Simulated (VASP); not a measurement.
Wanted: the native input for a VASP 6.6.1 run.

- Task: single point
- Functional: PBE
- Potentials or basis: VASP PAW PBE potentials, release 64 (Ta_pv, Te, H)
- Cutoff: 520 eV
- k mesh: 6 × 6 × 6
- Occupations: gaussian, width 0.1 eV
- Spin: no spin polarisation
- Dipole correction: no
- Further INCAR settings: ALGO = Normal; EDIFF = 1e-06; NBANDS = 20

The structure of TaTe2H lies in POSCAR:

```
TaTe2H
1.0
   -2.5171187763      2.5171187763      3.2928347885
    2.5171187763     -2.5171187763      3.2928347885
    2.5171187763      2.5171187763     -3.2928347885
Ta Te H
1 2 1
Direct
    0.2599271536      0.2599271536      0.0000000000
    0.9890610465      0.4890610465      0.5000000000
    0.4890610465      0.9890610465      0.5000000000
    0.5245460833      0.5245460833      0.0000000000
```

The cell was built from a structure type or drawn by symmetry, and may not be a known phase.

These files were run (other wordings do the same):

INCAR

```
ALGO = Normal ; EDIFF = 1E-6
ENCUT = 520 ; GGA = PE
ISIF = 2 ; ISMEAR = 0
LASPH = T ; LCHARG = F
LREAL = F ; LWAVE = F
NBANDS = 20 ; NELM = 60
PREC = Accurate ; SIGMA = 0.1
```

KPOINTS

```
k-points
0
Gamma
  6 6 6
```

Potentials or basis: VASP PAW PBE potentials, release 64 (Ta_pv, Te, H).

Launch:

```bash
$ cat potpaw_PBE.64/Ta_pv/POTCAR potpaw_PBE.64/Te/POTCAR potpaw_PBE.64/H/POTCAR > POTCAR
$ mpirun -np 1 vasp_std > vasp.out
```

It gave:

```yaml
Pressure: -0.1 GPa
Largest_force: 0.012 eV/Å
Band_gap_on_the_k_mesh: zero (bands 12 and 13 overlap by 0.75 eV)
```

Caveat: spin-orbit coupling is left out, which moves the levels of the heavy elements.

It took 23 s on 1 thread of Intel(R) Xeon(R) 6975P-C (Granite Rapids), with other jobs on the host, peak memory 0.23 GiB.
